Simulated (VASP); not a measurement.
# CdSe (F-43m) in VASP: further runs

CdSe is run at these levels: PBE; tasks: single point.

Everything below comes from runs of VASP 6.6.1. Logs are shortened: lines on timing, memory, paths and dates and some standing lists are left out, and cuts for length are marked.

**1. The cell of the first run**

Symmetry: F-43m, No. 216, cubic system. The conventional cell has a = 6.141 Å, b = 6.141 Å, c = 6.141 Å, α = 90.00°, β = 90.00°, γ = 90.00°. Cd (site symmetry -43m) has 4 Se at 2.66 Å within 3.5 Å. Within 3.5 Å of Se (site symmetry -43m) lie 4 Cd at 2.66 Å.

**2. Single point, PBE**

Input file INCAR:

```
SYSTEM = CdSe
ALGO     = Normal         ! electronic algorithm
EDIFF    = 1E-6           ! SCF threshold, eV
ENCUT    = 520            ! plane-wave cutoff, eV
GGA      = PE             ! functional
ISIF     = 2              ! what is computed and relaxed
ISMEAR   = 0              ! smearing method
LASPH    = .TRUE.         ! aspherical terms in the spheres
LCHARG   = .FALSE.        ! write CHGCAR
LREAL    = .FALSE.        ! projectors in reciprocal space
LWAVE    = .FALSE.        ! write WAVECAR
NBANDS   = 16             ! bands
NELM     = 80             ! most SCF steps
PREC     = Accurate       ! precision mode
SIGMA    = 0.022          ! smearing width, eV
```

Input file KPOINTS:

```
k-points
0
G
  8 8 8
  0 0 0
```

Input file POSCAR:

```
CdSe
1.0
    0.0000000000      3.0702711986      3.0702711986
    3.0702711986      0.0000000000      3.0702711986
    3.0702711986      3.0702711986      0.0000000000
Cd Se
1 1
Direct
    0.0000000000      0.0000000000      0.0000000000
    0.2500000000      0.2500000000      0.2500000000
```

Potentials or basis: VASP PAW PBE potentials, release 64 (Cd, Se).

Command:

```
$ cat potpaw_PBE.64/Cd/POTCAR potpaw_PBE.64/Se/POTCAR > POTCAR
$ mpirun -np 1 vasp_std > vasp.out
```

OUTCAR:

```text
SYSTEM = CdSe
   EDIFF = 1E-6
   ENCUT = 520
   GGA = PE
   ISIF = 2
   ISMEAR = 0
   LASPH = .TRUE.
   LREAL = .FALSE.
   NELM = 80
   PREC = Accurate

 ion  position               nearest neighbor table
   1  0.000  0.000  0.000-   2 2.66   2 2.66   2 2.66   2 2.66
   2  0.250  0.250  0.250-   1 2.66   1 2.66   1 2.66   1 2.66

  LATTYP: Found a face centered cubic cell.
 ALAT       =     6.1405423972

  Lattice vectors:

 A1 = (   0.0000000000,   3.0702711986,   3.0702711986)
 A2 = (   3.0702711986,   0.0000000000,   3.0702711986)
 A3 = (   3.0702711986,   3.0702711986,   0.0000000000)

Analysis of symmetry for initial positions (statically):
=====================================================================
 Subroutine PRICEL returns:
 Original cell was already a primitive cell.

 Routine SETGRP: Setting up the symmetry group for a
 face centered cubic supercell.

 Subroutine GETGRP returns: Found 24 space group operations
 (whereof 24 operations were pure point group operations)
 out of a pool of 48 trial point group operations.

The static configuration has the point symmetry T_d .

Analysis of symmetry for dynamics (positions and initial velocities):
=====================================================================
 Subroutine PRICEL returns:
 Original cell was already a primitive cell.

 Routine SETGRP: Setting up the symmetry group for a
 face centered cubic supercell.

 Subroutine GETGRP returns: Found 24 space group operations
 (whereof 24 operations were pure point group operations)
 out of a pool of 48 trial point group operations.

The dynamic configuration has the point symmetry T_d .

 Subroutine INISYM returns: Found 24 space group operations
 (whereof 24 operations are pure point group operations),
 and found     1 'primitive' translations

----------------------------------------------------------------------------------------

                                     Primitive cell

  volume of cell :      57.8842

  direct lattice vectors                    reciprocal lattice vectors
     0.000000000  3.070271199  3.070271199    -0.162852063  0.162852063  0.162852063
     3.070271199  0.000000000  3.070271199     0.162852063 -0.162852063  0.162852063
     3.070271199  3.070271199  0.000000000     0.162852063  0.162852063 -0.162852063

  length of vectors
     4.342019169  4.342019169  4.342019169     0.282068048  0.282068048  0.282068048

  position of ions in fractional coordinates (direct lattice)
     0.000000000  0.000000000  0.000000000
     0.250000000  0.250000000  0.250000000

  ion indices of the primitive-cell ions
   primitive index   ion index
                 1           1
                 2           2

----------------------------------------------------------------------------------------

 KPOINTS: k-points

Automatic generation of k-mesh.
 Grid dimensions read from file:
 generate k-points for:    8    8    8

 Generating k-lattice:

  Cartesian coordinates                     Fractional coordinates (reciprocal lattice)
    -0.020356508  0.020356508  0.020356508     0.125000000  0.000000000  0.000000000
     0.020356508 -0.020356508  0.020356508     0.000000000  0.125000000  0.000000000
     0.020356508  0.020356508 -0.020356508     0.000000000  0.000000000  0.125000000

  Length of vectors
     0.035258506  0.035258506  0.035258506

  Shift w.r.t. Gamma in fractional coordinates (k-lattice)
     0.000000000  0.000000000  0.000000000

 Subroutine IBZKPT returns following result:
 ===========================================

 Found     29 irreducible k-points:

 Following reciprocal coordinates:
            Coordinates               Weight
  0.000000  0.000000  0.000000      1.000000
  0.125000  0.000000  0.000000      8.000000
  0.250000  0.000000  0.000000      8.000000
  0.375000  0.000000  0.000000      8.000000
  0.500000  0.000000  0.000000      4.000000
  0.125000  0.125000  0.000000      6.000000
[... 16 lines left out ...]
  0.500000  0.250000  0.125000     48.000000
 -0.375000  0.250000  0.125000     24.000000
 [... further k-points ...]
   k-points           NKPTS =     29   k-points in BZ     NKDIM =     29   number of bands    NBANDS=     16
   number of dos      NEDOS =    301   number of ions     NIONS =      2
   total plane-waves  NPLWV =  32768
   dimension x,y,z NGX =    32 NGY =   32 NGZ =   32
   dimension x,y,z NGXF=    64 NGYF=   64 NGZF=   64
   ions per type =               1   1
   NGX,Y,Z   is equivalent  to a cutoff of  12.25, 12.25, 12.25 a.u.
   NGXF,Y,Z  is equivalent  to a cutoff of  24.50, 24.50, 24.50 a.u.
 SYSTEM =  CdSe
   PREC   = accura    normal or accurate (medium, high low for compatibility)
   ISTART =      0    job   : 0-new  1-cont  2-samecut
   ICHARG =      2    charge: 1-file 2-atom 10-const
   ISPIN  =      1    spin polarized calculation?
   LNONCOLLINEAR =      F non collinear calculations
   LSORBIT =      F    spin-orbit coupling
   LASPH  =      T    aspherical Exc in radial PAW
   ENCUT  =  520.0 eV  38.22 Ry    6.18 a.u.   8.07  8.07  8.07*2*pi/ulx,y,z
   NELM   =     80;   NELMIN=  2; NELMDL= -5     # of ELM steps
   EDIFF  = 0.1E-05   stopping-criterion for ELM
   LREAL  =      F    real-space projection
   EDIFFG = 0.1E-04   stopping-criterion for IOM
   NSW    =      0    number of steps for IOM
   IBRION =     -1    ionic relax: 0-MD 1-quasi-New 2-CG
   NFREE  =      0    steps in history (QN), initial steepest desc. (CG)
   ISIF   =      2    stress and relaxation
   ISYM   =      2    0-nonsym 1-usesym 2-fastsym
   POTIM  = 0.5000    time-step for ionic-motion
   TEBEG  =    0.0;   TEEND  =   0.0 temperature during run
   PSTRESS=    0.0 pullay stress
   NELECT =      18.0000    total number of electrons
   NUPDOWN=      -1.0000    fix difference up-down
   EMIN   =  10.00;   EMAX   =-10.00  energy-range for DOS
   EFERMI =   0.00;   METHOD = LEGACY
   ISMEAR =     0;   SIGMA  =   0.02  broadening in eV -4-tet -1-fermi 0-gaus
   EFERMI_NEDOS =   21; number of points for ismear=-14 and -15
   IALGO  =     38    algorithm
   IMIX   =      4    mixing-type and parameters
     AMIX     =   0.40;   BMIX     =  1.00
     AMIX_MAG =   1.60;   BMIX_MAG =  1.00
  volume/ion in A,a.u.               =      28.94       195.31
  Fermi-wavevector in a.u.,A,eV,Ry     =   1.109121  2.095935 16.737199  1.230149
  Thomas-Fermi vector in A             =   2.245657
   LORBIT       =      0    0 simple, 1 ext, 2 COOP (PROOUT), +10 PAW based schemes
   GGA     = PE    functional components
   LHFCALC =     F    Hartree Fock is set to
   AEXX    =    0.0000 exact exchange contribution
   IVDW    =     0    specifies the selected vdW correction
   LEPSILON=     F    determine dielectric tensor
   LRPA    =     F    only Hartree local field effects (RPA)
 non-spin polarized calculation
 Gauss-broadening in eV      SIGMA  =   0.02
  energy-cutoff  :      520.00
  volume of cell :       57.88
 maximum number of plane-waves:      1588
   NGX = 17   NGY = 17   NGZ = 17

 number of electron      18.0000008 magnetization

 Free energy of the ion-electron system (eV)
  ---------------------------------------------------
  ext. energy  EPLUGINS =         0.00000000
  ---------------------------------------------------
  free energy    TOTEN  =        -5.49046467 eV

  energy without entropy =       -5.49046467  energy(sigma->0) =       -5.49046467

 E-fermi :   0.8280     XC(G=0):  -8.7565

 val. band max:        0.7188440916   @ k =   0.0000   0.0000   0.0000
 cond. band min:       1.2682473657   @ k =   0.0000   0.0000   0.0000
 fundamental gap:      0.5494032741
 Fermi energy:         0.8280192068

 k-point     1 :       0.0000    0.0000    0.0000
  band No.  band energies     occupation
      1     -11.7183      2.00000
      2      -7.1233      2.00000
      3      -7.1233      2.00000
      4      -7.1233      2.00000
      5      -6.7789      2.00000
      6      -6.7789      2.00000
[... 8 lines left out ...]
     15      11.7533      0.00000
     16      11.7533      0.00000

 k-point     2 :       0.1250    0.0000    0.0000
  band No.  band energies     occupation
      1     -11.6682      2.00000
      2      -7.1074      2.00000
      3      -7.1074      2.00000
      4      -7.0769      2.00000
      5      -6.7797      2.00000
      6      -6.7797      2.00000
[... 8 lines left out ...]
     15      11.0072      0.00000
     16      11.1129      0.00000

 k-point     3 :       0.2500    0.0000    0.0000
  band No.  band energies     occupation
      1     -11.5458      2.00000
      2      -7.0727      2.00000
      3      -7.0727      2.00000
      4      -6.9217      2.00000
      5      -6.7768      2.00000
      6      -6.7768      2.00000
[... 8 lines left out ...]
     15      10.7642      0.00000
     16      10.8068      0.00000

 k-point     4 :       0.3750    0.0000    0.0000
  band No.  band energies     occupation
      1     -11.4220      2.00000
      2      -7.0452      2.00000
      3      -7.0452      2.00000
      4      -6.7651      2.00000
      5      -6.7651      2.00000
      6      -6.6664      2.00000
[... 8 lines left out ...]
     15      11.6179      0.00000
     16      11.6179      0.00000

 k-point     5 :       0.5000    0.0000    0.0000
  band No.  band energies     occupation
      1     -11.3705      2.00000
      2      -7.0364      2.00000
      3      -7.0364      2.00000
      4      -6.7571      2.00000
      5      -6.7571      2.00000
      6      -6.5049      2.00000
[... 8 lines left out ...]
     15      12.7701      0.00000
     16      12.7701      0.00000

 k-point     6 :       0.1250    0.1250    0.0000
  band No.  band energies     occupation
      1     -11.6515      2.00000
      2      -7.0920      2.00000
      3      -7.0920      2.00000
      4      -7.0819      2.00000
      5      -6.7891      2.00000
      6      -6.7710      2.00000
[... 8 lines left out ...]
     15      11.5840      0.00000
     16      11.8879      0.00000

 k-point     7 :       0.2500    0.1250    0.0000
  band No.  band energies     occupation
      1     -11.5534      2.00000
      2      -7.0684      2.00000
      3      -7.0550      2.00000
      4      -6.9704      2.00000
      5      -6.7902      2.00000
      6      -6.7635      2.00000
[... 8 lines left out ...]
     15      11.6839      0.00000
     16      12.1190      0.00000

 k-point     8 :       0.3750    0.1250    0.0000
  band No.  band energies     occupation
      1     -11.4303      2.00000
      2      -7.0413      2.00000
      3      -7.0236      2.00000
      4      -6.8206      2.00000
      5      -6.7550      2.00000
      6      -6.7009      2.00000
[... 8 lines left out ...]
     15      11.7431      0.00000
     16      12.2092      0.00000

 k-point     9 :       0.5000    0.1250    0.0000
  band No.  band energies     occupation
      1     -11.3551      2.00000
      2      -7.0265      2.00000
      3      -7.0132      2.00000
      4      -6.7818      2.00000
      5      -6.7549      2.00000
      6      -6.4947      2.00000
[... 8 lines left out ...]
     15      12.1247      0.00000
     16      12.8263      0.00000
[... 172 lines left out ...]
 k-point    19 :       0.5000    0.3750    0.0000
  band No.  band energies     occupation
      1     -11.2776      2.00000
      2      -6.9511      2.00000
      3      -6.9034      2.00000
      4      -6.8798      2.00000
      5      -6.7336      2.00000
      6      -6.4522      2.00000
[... 8 lines left out ...]
     15      13.1929      0.00000
     16      13.7799      0.00000

 k-point    20 :      -0.3750    0.3750    0.0000
  band No.  band energies     occupation
      1     -11.2709      2.00000
      2      -6.9727      2.00000
      3      -6.9208      2.00000
      4      -6.8398      2.00000
      5      -6.7517      2.00000
      6      -6.3653      2.00000
[... 8 lines left out ...]
     15      12.1641      0.00000
     16      14.5013      0.00000

 k-point    21 :       0.5000    0.5000    0.0000
  band No.  band energies     occupation
      1     -11.2609      2.00000
      2      -6.9419      2.00000
      3      -6.8830      2.00000
      4      -6.8830      2.00000
      5      -6.7250      2.00000
      6      -6.4437      2.00000
[... 8 lines left out ...]
     15      13.0736      0.00000
     16      13.9827      0.00000

 k-point    22 :       0.3750    0.2500    0.1250
  band No.  band energies     occupation
      1     -11.4552      2.00000
      2      -7.0342      2.00000
      3      -7.0163      2.00000
      4      -6.8746      2.00000
      5      -6.7696      2.00000
      6      -6.7342      2.00000
[... 8 lines left out ...]
     15      12.1741      0.00000
     16      13.3196      0.00000

 k-point    23 :       0.5000    0.2500    0.1250
  band No.  band energies     occupation
      1     -11.3569      2.00000
      2      -7.0076      2.00000
      3      -6.9915      2.00000
      4      -6.8191      2.00000
      5      -6.7584      2.00000
      6      -6.5538      2.00000
[... 8 lines left out ...]
     15      12.4981      0.00000
     16      13.2540      0.00000

 k-point    24 :      -0.3750    0.2500    0.1250
  band No.  band energies     occupation
      1     -11.3164      2.00000
      2      -7.0027      2.00000
      3      -6.9803      2.00000
      4      -6.7961      2.00000
      5      -6.7636      2.00000
      6      -6.4246      2.00000
[... 8 lines left out ...]
     15      12.3171      0.00000
     16      13.2545      0.00000

 [... further k-points ...]

------------------------ aborting loop because EDIFF is reached ----------------------------------------

  FORCE on cell =-STRESS in cart. coord.  units (eV):
  Direction    XX          YY          ZZ          XY          YZ          ZX
  --------------------------------------------------------------------------------------
  -------------------------------------------------------------------------------------
  Total        0.5673509      0.5673509      0.5673509      0.0000000      0.0000000      0.0000000
  in kB       15.7037037     15.7037037     15.7037037      0.0000000      0.0000000      0.0000000
  external PRESSURE =      15.7037037 kB  Pullay stress =       0.0000000 kB

 VOLUME and BASIS-vectors are now :
 -----------------------------------------------------------------------------
  energy-cutoff  :      520.00
  volume of cell :       57.88
      direct lattice vectors                 reciprocal lattice vectors
     0.000000000  3.070271199  3.070271199    -0.162852063  0.162852063  0.162852063
     3.070271199  0.000000000  3.070271199     0.162852063 -0.162852063  0.162852063
     3.070271199  3.070271199  0.000000000     0.162852063  0.162852063 -0.162852063

 POSITION                                       TOTAL-FORCE (eV/Angst)
 -----------------------------------------------------------------------------------
      0.00000      0.00000      0.00000        -0.000000     -0.000000     -0.000000
      1.53514      1.53514      1.53514         0.000000      0.000000      0.000000
 -----------------------------------------------------------------------------------
    total drift:                               -0.000001     -0.000001     -0.000000

  FREE ENERGIE OF THE ION-ELECTRON SYSTEM (eV)
  ---------------------------------------------------
  free  energy   TOTEN  =        -5.4904646674 eV

  energy  without entropy=       -5.4904646674  energy(sigma->0) =       -5.49046467
```

Wall time 15 s (1 thread of Intel Xeon Platinum 8488C (Sapphire Rapids), shared host); peak memory 0.18 GiB.

Results:

* Free energy: -5.4905 eV
* Pressure: 1.6 GPa
* Band gap on the k mesh: 0.55 eV, direct

Levels at points of the mesh, in eV from the valence-band top:
```csv
k point,band 7,band 8,band 9,band 10,band 11,band 12
"(0.00, 0.00, 0.00)",0.00,0.00,0.00,0.55,5.93,5.93
"(0.50, 0.00, 0.00)",-4.22,-0.71,-0.71,2.36,6.44,6.44
"(0.50, 0.50, 0.00)",-3.95,-1.76,-1.76,3.19,3.73,8.98
```

**3. Single point, PBE**

Input file INCAR:

```
SYSTEM = CdSe
ALGO = Normal
EDIFF = 1E-6
ENCUT = 520
GGA = PE
ISIF = 2
ISMEAR = 0
LASPH = .TRUE.
LCHARG = .FALSE.
LREAL = .FALSE.
LWAVE = .FALSE.
NBANDS = 16
NELM = 60
PREC = Accurate
SIGMA = 0.024
```

KPOINTS is that of step 2.

POSCAR is that of step 2.

Potentials or basis: VASP PAW PBE potentials, release 64 (Cd, Se).

Command:

```
$ cat potpaw_PBE.64/Cd/POTCAR potpaw_PBE.64/Se/POTCAR > POTCAR
$ mpirun -np 1 vasp_std > vasp.out
```

OUTCAR:

```text
SYSTEM = CdSe
   EDIFF = 1E-6
   ENCUT = 520
   GGA = PE
   ISIF = 2
   ISMEAR = 0
   LASPH = .TRUE.
   LREAL = .FALSE.
   NELM = 60
   PREC = Accurate

 ion  position               nearest neighbor table
   1  0.000  0.000  0.000-   2 2.66   2 2.66   2 2.66   2 2.66
   2  0.250  0.250  0.250-   1 2.66   1 2.66   1 2.66   1 2.66

  LATTYP: Found a face centered cubic cell.
 ALAT       =     6.1405423972

  Lattice vectors:

 A1 = (   0.0000000000,   3.0702711986,   3.0702711986)
 A2 = (   3.0702711986,   0.0000000000,   3.0702711986)
 A3 = (   3.0702711986,   3.0702711986,   0.0000000000)
[... 624 lines left out ...]
      4      -6.7961      2.00000
      5      -6.7636      2.00000
      6      -6.4246      2.00000
[... 8 lines left out ...]
     15      12.3171      0.00000
     16      13.2545      0.00000

 [... further k-points ...]
[... 5 lines left out ...]
  --------------------------------------------------------------------------------------
  -------------------------------------------------------------------------------------
  Total        0.5673509      0.5673509      0.5673509      0.0000000      0.0000000     -0.0000000
  in kB       15.7037035     15.7037035     15.7037035      0.0000000      0.0000000     -0.0000000
  external PRESSURE =      15.7037035 kB  Pullay stress =       0.0000000 kB

 VOLUME and BASIS-vectors are now :
 -----------------------------------------------------------------------------
  energy-cutoff  :      520.00
  volume of cell :       57.88
      direct lattice vectors                 reciprocal lattice vectors
     0.000000000  3.070271199  3.070271199    -0.162852063  0.162852063  0.162852063
     3.070271199  0.000000000  3.070271199     0.162852063 -0.162852063  0.162852063
     3.070271199  3.070271199  0.000000000     0.162852063  0.162852063 -0.162852063

 POSITION                                       TOTAL-FORCE (eV/Angst)
 -----------------------------------------------------------------------------------
      0.00000      0.00000      0.00000        -0.000000     -0.000000     -0.000000
      1.53514      1.53514      1.53514         0.000000      0.000000      0.000000
 -----------------------------------------------------------------------------------
    total drift:                               -0.000001     -0.000001     -0.000000

  FREE ENERGIE OF THE ION-ELECTRON SYSTEM (eV)
  ---------------------------------------------------
  free  energy   TOTEN  =        -5.4904646673 eV

  energy  without entropy=       -5.4904646673  energy(sigma->0) =       -5.49046467
```

stdout:

```text
POSCAR found type information on POSCAR CdSe
 POSCAR found :  2 types and       2 ions
 scaLAPACK will be used
 LDA part: xc-table for (Slater+PW92), standard interpolation
 POSCAR, INCAR and KPOINTS ok, starting setup
 FFT: planning ... GRIDC
 FFT: planning ... GRID_SOFT
 FFT: planning ... GRID
 WAVECAR not read
 entering main loop
```

It took 17 s on 1 thread of Intel Xeon Platinum 8488C (Sapphire Rapids), shared host; peak memory 0.18 GiB.

What came out:

```
Free energy            : -5.4905 eV
Pressure               : 1.6 GPa
Band gap on the k mesh : 0.55 eV, direct
```

Levels at points of the mesh, in eV from the valence-band top:
| k point | band 6 | band 7 | band 8 | band 9 | band 10 | band 11 | band 12 | band 13 |
| --- | --- | --- | --- | --- | --- | --- | --- | --- |
| (0.00, 0.00, 0.00) | -7.50 | 0.00 | 0.00 | 0.00 | 0.55 | 5.93 | 5.93 | 5.93 |
| (0.50, 0.00, 0.00) | -7.22 | -4.22 | -0.71 | -0.71 | 2.36 | 6.44 | 6.44 | 7.34 |
| (0.50, 0.50, 0.00) | -7.16 | -3.95 | -1.76 | -1.76 | 3.19 | 3.73 | 8.98 | 10.05 |
